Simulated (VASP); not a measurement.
A run of VASP 6.6.1 is set up as follows.

File INCAR:

```
  PREC = Accurate
  ENCUT = 600
  EDIFF = 1E-6
  ISMEAR = 0
  SIGMA = 0.01
  LREAL = F
  LASPH = T
  NELM = 60
  ALGO = Normal
  ISIF = 3
  LWAVE = F
  LCHARG = F
  GGA = PS
  IBRION = 2
  NSW = 100
  EDIFFG = -0.002
  PSTRESS = 70.0
```

The input KPOINTS:

```
Automatic mesh
0
Gamma
  6 6 6
```

File POSCAR:

```
CdSe
1.0
    3.0413144136      3.0413144136      0.0000000000
   -3.0413144136      3.0413144136      0.0000000000
    0.0000000000      3.0413144136      3.0413144136
Cd Se
1 1
Direct
    0.0000000000      0.0000000000      0.0000000000
    0.7500000000      0.2500000000      0.5000000000
```

Potentials or basis: VASP PAW PBE potentials, release 64 (Cd, Se).

The run is started by

```console
$ cat potpaw_PBE.64/Cd/POTCAR potpaw_PBE.64/Se/POTCAR > POTCAR
$ mpirun -np 1 vasp_std > vasp.out
```

(1) Estimate the space group after relaxing (to 0.05 Å).

(2) Predict the relaxed cell.

(3) Estimate the relaxed volume.

Results:

(1) F-43m (No. 216).

(2) a = 4.161 Å, b = 4.161 Å, c = 4.161 Å, α = 60.00°, β = 60.00°, γ = 90.00°.

(3) 25.47 Å³/atom.

Caveat: the cell is relaxed towards a set pressure, so the enthalpy falls and the energy may rise; the PAW data sets were made with another functional, which shifts forces and pressure a little.
